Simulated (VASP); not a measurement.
A run of VASP 6.6.1 is set up as follows.

Contents of INCAR:

```
SYSTEM = B11N12
PREC = Accurate ; ENCUT = 520
EDIFF = 1E-7 ; ISMEAR = 0
SIGMA = 0.05 ; LREAL = Auto
LASPH = .TRUE. ; NELM = 60
ALGO = Normal ; ISIF = 2
LWAVE = .FALSE. ; LCHARG = .FALSE.
GGA = PS ; NBANDS = 64
```

The input KPOINTS:

```
Automatic mesh
0
G
  4 4 4
  0 0 0
```

POSCAR

```
B11N12
1.0
   -3.7562920096      3.6144936715     -3.4815292169
    3.7562920096      3.6144936715     -3.4815292169
    0.0000000000     -1.4457974686     -6.9630584338
B N
11 12
Direct
    0.5805413475      0.9126071179      0.2546184280
    0.8379046491      0.1705829942      0.4966824331
    0.5039163711      0.5045712722      0.4966824331
    0.2459404633      0.2472079367      0.2546184918
   -0.0014360467     -0.0002196875     -0.0002771071
    0.7531654053      0.7486399318      0.7502516158
    0.6654977840      0.3321645402      0.0013135707
    0.4155859194      0.0822526756      0.7512002715
    0.9192730373      0.5859397936      0.2468618594
    0.3331137233      0.6652306079     -0.0002771709
    0.0819732773      0.4198319945      0.7502516796
    0.3403433807      0.0070101369      0.3307683832
    0.7483543562      0.0831611301      0.0844540579
   -0.0000956435      0.3379587454      0.3312068628
    0.6712921802      0.6665710350      0.3312069186
    0.4164943739      0.4150211125      0.0844540579
    0.1662128820      0.1664420974      0.8344621872
    0.8984912556      0.9273678710      0.5897598223
    0.8322841529      0.4989509091      0.8350476005
    0.5819891579      0.2486559142      0.5858139711
    0.0846212876      0.7512880413      0.0797117034
    0.4997753751      0.8328796697      0.8344621233
    0.2607012165      0.5651578448      0.5897598862
```

Potentials or basis: VASP PAW PBE potentials, release 64 (B, N).

The run is started by

```bash
$ cat potpaw_PBE.64/B/POTCAR potpaw_PBE.64/N/POTCAR > POTCAR
$ mpirun -np 1 vasp_std > vasp.out
```

What does it give for the band gap on the k mesh?

Zero (an odd number of electrons rules out a gap without spin polarisation).

Predict the largest force.

0.025 eV/Å.

Forces in eV/Å, atoms in the order of the input:
```
B   -0.009 -0.004  0.001
B   -0.004  0.013  0.000
B    0.004  0.013  0.000
B    0.009 -0.004  0.001
B   -0.001 -0.001  0.000
B   -0.011 -0.005 -0.002
B    0.000  0.005  0.001
B    0.000  0.001  0.000
B    0.000 -0.005 -0.001
B    0.001 -0.001  0.000
B    0.011 -0.005 -0.002
N    0.000 -0.024 -0.007
N    0.000  0.000 -0.001
N   -0.001 -0.007  0.001
N    0.001 -0.007  0.001
N    0.000  0.000 -0.001
N   -0.001  0.001  0.001
N   -0.018  0.012  0.003
N    0.000  0.008  0.000
N    0.000 -0.002  0.001
N    0.000  0.001  0.000
N    0.001  0.001  0.001
N    0.018  0.012  0.003
```

Caveat: the PAW data sets were made with another functional, which shifts forces and pressure a little.
